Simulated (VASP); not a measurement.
# Ru4C in VASP: relaxation of the atoms with LDA

Aim: the relaxation of the atoms of Ru4C with LDA.

All numbers are computed with VASP 6.6.1; they aren't measurements. Logs are shortened: lines on timing, memory, paths and dates and some standing lists are left out, and cuts for length are marked.

## 1. The cell of the first run

The cell holds a slab with vacuum, 5 atoms: a = 2.674 Å, b = 2.674 Å, c = 21.762 Å, α = 90.00°, β = 90.00°, γ = 120.00°.

## 2. Relaxation of the atoms, LDA

Input file INCAR:

```
SYSTEM = Ru4C
ALGO = Fast
DIPOL = 0.5 0.5 0.367
EDIFF = 1E-6
EDIFFG = -0.025
ENCUT = 520
IBRION = 2
IDIPOL = 3
ISIF = 2
ISMEAR = 0
LASPH = .TRUE.
LCHARG = .FALSE.
LDIPOL = .TRUE.
LREAL = .FALSE.
LWAVE = .FALSE.
NELM = 80
NSW = 36
PREC = Accurate
SIGMA = 0.1
```

Input file KPOINTS:

```
k-points
0
G
  12 12 1
  0 0 0
```

Input file POSCAR:

```
Ru4C
1.0
    2.6740588508      0.0000000000      0.0000000000
   -1.3370294254      2.3158028960      0.0000000000
    0.0000000000      0.0000000000     21.7622039047
Ru C
4 1
Selective dynamics
Direct
    0.6666666667      0.3333333333      0.1838049132  F F F
    0.3333333333      0.6666666667      0.2809173428  F F F
    0.6666666667      0.3333333333      0.3776317450  F F F
    0.3333333333      0.6666666667      0.4715608745  F F F
    0.6666666667      1.3333333333      0.5221072256  F F T
```

Potentials or basis: VASP PAW LDA potentials, release 64 (Ru_pv, C).

Command:

```sh
> cat potpaw_LDA.64/Ru_pv/POTCAR potpaw_LDA.64/C/POTCAR > POTCAR
> mpirun -np 1 vasp_std > vasp.out
```

OUTCAR:

```text
SYSTEM = Ru4C
   EDIFF = 1E-6
   EDIFFG = -0.025
   ENCUT = 520
   IBRION = 2
   ISIF = 2
   ISMEAR = 0
   LASPH = .TRUE.
   LREAL = .FALSE.
   NELM = 80
   NSW = 36
   PREC = Accurate

 ion  position               nearest neighbor table
   1  0.667  0.333  0.184-   2 2.62   2 2.62   2 2.62
   2  0.333  0.667  0.281-   3 2.61   3 2.61   3 2.61   1 2.62   1 2.62   1 2.62
   3  0.667  0.333  0.378-   4 2.56   4 2.56   4 2.56   2 2.61   2 2.61   2 2.61
   4  0.333  0.667  0.472-   5 1.90   5 1.90   5 1.90   3 2.56   3 2.56   3 2.56
   5  0.667  0.333  0.522-   4 1.90   4 1.90   4 1.90

  LATTYP: Found a hexagonal cell.
 ALAT       =     2.6740588508
 C/A-ratio  =     8.1382666272

  Lattice vectors:

 A1 = (   2.6740588508,   0.0000000000,   0.0000000000)
 A2 = (  -1.3370294254,   2.3158028960,   0.0000000000)
 A3 = (   0.0000000000,   0.0000000000,  21.7622039047)

Analysis of symmetry for initial positions (statically):
=====================================================================
 Subroutine PRICEL returns:
 Original cell was already a primitive cell.

 Routine SETGRP: Setting up the symmetry group for a
 hexagonal supercell.

 Subroutine GETGRP returns: Found  6 space group operations
 (whereof  6 operations were pure point group operations)
 out of a pool of 24 trial point group operations.

The static configuration has the point symmetry C_3v.

Analysis of symmetry for dynamics (positions and initial velocities):
=====================================================================
 Subroutine PRICEL returns:
 Original cell was already a primitive cell.

 Routine SETGRP: Setting up the symmetry group for a
 hexagonal supercell.

 Subroutine GETGRP returns: Found  6 space group operations
 (whereof  6 operations were pure point group operations)
 out of a pool of 24 trial point group operations.

The dynamic configuration has the point symmetry C_3v.

Analysis of constrained symmetry for selective dynamics:
=====================================================================
 Subroutine PRICEL returns:
 Original cell was already a primitive cell.

 Routine SETGRP: Setting up the symmetry group for a
 hexagonal supercell.

 Subroutine GETGRP returns: Found  6 space group operations
 (whereof  6 operations were pure point group operations)
[... 118 lines left out ...]
   EFERMI_NEDOS =   21; number of points for ismear=-14 and -15
   IALGO  =     68    algorithm
   IMIX   =      4    mixing-type and parameters
     AMIX     =   0.40;   BMIX     =  1.00
     AMIX_MAG =   1.60;   BMIX_MAG =  1.00
  volume/ion in A,a.u.               =      26.95       181.89
  Fermi-wavevector in a.u.,A,eV,Ry     =   1.250067  2.362285 21.261397  1.562669
  Thomas-Fermi vector in A             =   2.384079
   LORBIT       =      0    0 simple, 1 ext, 2 COOP (PROOUT), +10 PAW based schemes
   GGA     = CA    functional components
   LHFCALC =     F    Hartree Fock is set to
   AEXX    =    0.0000 exact exchange contribution
   IVDW    =     0    specifies the selected vdW correction
   LEPSILON=     F    determine dielectric tensor
   LRPA    =     F    only Hartree local field effects (RPA)
 conjugate gradient relaxation of ions
 non-spin polarized calculation
 RMM-DIIS sequential band-by-band and
 Gauss-broadening in eV      SIGMA  =   0.10
  energy-cutoff  :      520.00
  volume of cell :      134.76
 maximum number of plane-waves:      3677
 NGX is ok and might be reduce to    20
   NGX =  9   NGY =  9   NGZ = 81

 dipolmoment           0.000000      0.000000     -0.406904 electrons x Angstroem

--------------------------------------- Ionic step        1  -------------------------------------------

 number of electron      59.9999999 magnetization

 Free energy of the ion-electron system (eV)
  ---------------------------------------------------
  ext. energy  EPLUGINS =         0.00000000
  ---------------------------------------------------
  free energy    TOTEN  =       -48.42023908 eV

  energy without entropy =      -48.40269737  energy(sigma->0) =      -48.41146822

------------------------ aborting loop because EDIFF is reached ----------------------------------------

 vacuum level on the upper side and lower side of the slab       (xc-potential included)        -0.048        -0.362

  FORCE on cell =-STRESS in cart. coord.  units (eV):
  Direction    XX          YY          ZZ          XY          YZ          ZX
  --------------------------------------------------------------------------------------
  -------------------------------------------------------------------------------------
  Total        5.7881887      5.7881887      4.2969254      0.0000000      0.0000000      0.0000000
  in kB       68.8141634     68.8141634     51.0849495      0.0000000      0.0000000      0.0000000
  external PRESSURE =      62.9044255 kB  Pullay stress =       0.0000000 kB
[... 65 lines left out ...]
--------------------------------------- Ionic step        3  -------------------------------------------

 number of electron      60.0000000 magnetization

 dipolmoment           0.000000      0.000000      0.016243 electrons x Angstroem

 Free energy of the ion-electron system (eV)
  ---------------------------------------------------
  ext. energy  EPLUGINS =         0.00000000
  ---------------------------------------------------
  free energy    TOTEN  =       -48.44892962 eV

  energy without entropy =      -48.43182114  energy(sigma->0) =      -48.44037538

 E-fermi :   2.5114     XC(G=0):  -7.0761

 val. band max:        2.5035841459   @ k =   0.1667   0.0000   0.0000
 cond. band min:       2.5159240829   @ k =   0.2500   0.2500   0.0000
 fundamental gap:      0.0123399370
 Fermi energy:         2.5114086824

 k-point     1 :       0.0000    0.0000    0.0000
  band No.  band energies     occupation
      1     -41.4874      2.00000
      2     -40.9561      2.00000
      3     -40.7494      2.00000
      4     -40.7494      2.00000
      5     -40.3813      2.00000
      6     -40.1648      2.00000
[... 730 lines left out ...]
     35       5.6257      0.00000
     36       7.7689      0.00000

------------------------ aborting loop because EDIFF is reached ----------------------------------------

 vacuum level on the upper side and lower side of the slab       (xc-potential included)         0.025        -0.461

  FORCE on cell =-STRESS in cart. coord.  units (eV):
  Direction    XX          YY          ZZ          XY          YZ          ZX
  --------------------------------------------------------------------------------------
  -------------------------------------------------------------------------------------
  Total        4.3470424      4.3470424      2.9802144      0.0000000      0.0000000      0.0000000
  in kB       51.6807770     51.6807770     35.4309392      0.0000000      0.0000000      0.0000000
  external PRESSURE =      46.2641644 kB  Pullay stress =       0.0000000 kB
[... 20 lines left out ...]
  FREE ENERGIE OF THE ION-ELECTRON SYSTEM (eV)
  ---------------------------------------------------
  free  energy   TOTEN  =       -48.4489296189 eV

  energy  without entropy=      -48.4318211390  energy(sigma->0) =      -48.44037538

 reached required accuracy - stopping structural energy minimisation

 vacuum level on the upper side and lower side of the slab         8.173         7.669
```

OSZICAR:

```text
N       E                     dE             d eps       ncg     rms          rms(c)
DAV:   1     0.648732428899E+03    0.64873E+03   -0.37992E+04  1632   0.162E+03
DAV:   2    -0.258240286122E+02   -0.67456E+03   -0.65674E+03  1464   0.480E+02
[... 55 lines left out ...]
RMM:   4    -0.484509695921E+02   -0.17471E-02   -0.33492E-03  1696   0.226E-01    0.344E-01
RMM:   5    -0.484489346382E+02    0.20350E-02   -0.15989E-03  1503   0.183E-01    0.444E-02
RMM:   6    -0.484489315310E+02    0.31072E-05   -0.29732E-04  1416   0.638E-02    0.268E-02
RMM:   7    -0.484489318820E+02   -0.35104E-06   -0.66792E-05  1284   0.303E-02    0.216E-02
RMM:   8    -0.484489305925E+02    0.12895E-05   -0.20404E-05  1231   0.205E-02    0.126E-02
RMM:   9    -0.484489296189E+02    0.97360E-06   -0.41363E-06   986   0.770E-03
   3 F= -.48448930E+02 E0= -.48440375E+02  d E =-.286905E-01
```

CONTCAR:

```text
Ru4C
   1.00000000000000
     2.6740588507999998    0.0000000000000000    0.0000000000000000
    -1.3370294253999999    2.3158028960000001    0.0000000000000000
     0.0000000000000000    0.0000000000000000   21.7622039047000015
  Ru              C
     4     1
Selective dynamics
Direct
     0.6666666667000030    0.3333333332999970    0.1838049131999995   F   F   F
     0.3333333332999970    0.6666666667000030    0.2809173428000022   F   F   F
     0.6666666667000030    0.3333333332999970    0.3776317450000022   F   F   F
     0.3333333332999970    0.6666666667000030    0.4715608744999997   F   F   F
     0.6666666667000030    0.3333333332999970    0.5248139710221524   F   F   T

  0.00000000E+00  0.00000000E+00  0.00000000E+00
  0.00000000E+00  0.00000000E+00  0.00000000E+00
  0.00000000E+00  0.00000000E+00  0.00000000E+00
  0.00000000E+00  0.00000000E+00  0.00000000E+00
  0.00000000E+00  0.00000000E+00  0.00000000E+00
```

Wall time 9.3 min (1 thread of Oxide Virtual Turin-like, shared host); peak memory 0.21 GiB.

What came out:

```yaml
Free_energy: -48.4489 eV
Energy_gained_by_relaxing: 5.7 meV/atom
Ionic_steps: 3
Band_gap_on_the_k_mesh: zero (bands 30 and 31 overlap by 2.33 eV)
```

Step by step:
```csv
step,energy change (eV),largest force on free atoms (eV/Å),pressure (GPa)
1,0.0000,0.9935,6.29
2,-0.0277,0.1763,4.92
3,-0.0287,0.0015,4.63
```

Final structure:
```
CELL_PARAMETERS angstrom
2.67406 0.00000 0.00000
-1.33703 2.31580 0.00000
0.00000 0.00000 21.76220
ATOMIC_POSITIONS crystal
Ru 0.66667 0.33333 0.18380
Ru 0.33333 0.66667 0.28092
Ru 0.66667 0.33333 0.37763
Ru 0.33333 0.66667 0.47156
C 0.66667 0.33333 0.52481
```

Levels at points of the mesh, in eV from the Fermi level:
| k point | band 25 | band 26 | band 27 | band 28 | band 29 | band 30 | band 31 | band 32 | band 33 | band 34 |
| --- | --- | --- | --- | --- | --- | --- | --- | --- | --- | --- |
| (0.00, 0.00, 0.00) | -2.78 | -2.26 | -2.26 | -1.92 | -1.92 | -1.45 | -0.51 | -0.51 | 0.41 | 0.59 |
| (0.50, 0.00, 0.00) | -1.48 | -0.99 | -0.66 | 0.21 | 0.51 | 1.18 | 1.23 | 1.49 | 1.65 | 1.71 |
